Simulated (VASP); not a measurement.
Input of a VASP 6.6.1 run:

INCAR

```
SYSTEM = ZnCu
PREC = Accurate
ENCUT = 600
EDIFF = 1E-6
ISMEAR = 0
SIGMA = 0.1
LREAL = .False.
LASPH = .True.
NELM = 80
ALGO = Normal
ISIF = 3
LWAVE = .False.
LCHARG = .False.
GGA = PE
IVDW = 12
IBRION = 2
NSW = 70
EDIFFG = -0.005
```

KPOINTS

```
Automatic mesh
0
Gamma
  14 14 14
  0 0 0
```

Contents of POSCAR:

```
ZnCu
1.0
    2.9631826002      0.0000000000      0.0000000000
    0.0000000000      2.9631826002      0.0000000000
    0.0000000000      0.0000000000      2.9631826002
Zn Cu
1 1
Direct
    0.5000000000      0.5000000000      0.5000000000
    0.0000000000      0.0000000000      0.0000000000
```

Potentials or basis: VASP PAW PBE potentials, release 64 (Zn, Cu).

Run with:

```console
$ cat potpaw_PBE.64/Zn/POTCAR potpaw_PBE.64/Cu/POTCAR > POTCAR
$ mpirun -np 1 vasp_std > vasp.out
```

Predict the dispersion energy per atom.

-0.524 eV.

What does it give for the space group after relaxing (to 0.05 Å)?

Pm-3m (No. 221).

Final structure:
```cif
data_structure
_symmetry_space_group_name_H-M 'P 1'
_symmetry_Int_Tables_number 1
_cell_length_a 2.9151
_cell_length_b 2.9151
_cell_length_c 2.9151
_cell_angle_alpha 90.000
_cell_angle_beta 90.000
_cell_angle_gamma 90.000
_cell_volume 24.77
loop_
_atom_site_label
_atom_site_type_symbol
_atom_site_fract_x
_atom_site_fract_y
_atom_site_fract_z
_atom_site_occupancy
Zn1 Zn 0.50000 0.50000 0.50000 1
Cu1 Cu 0.00000 0.00000 0.00000 1
```
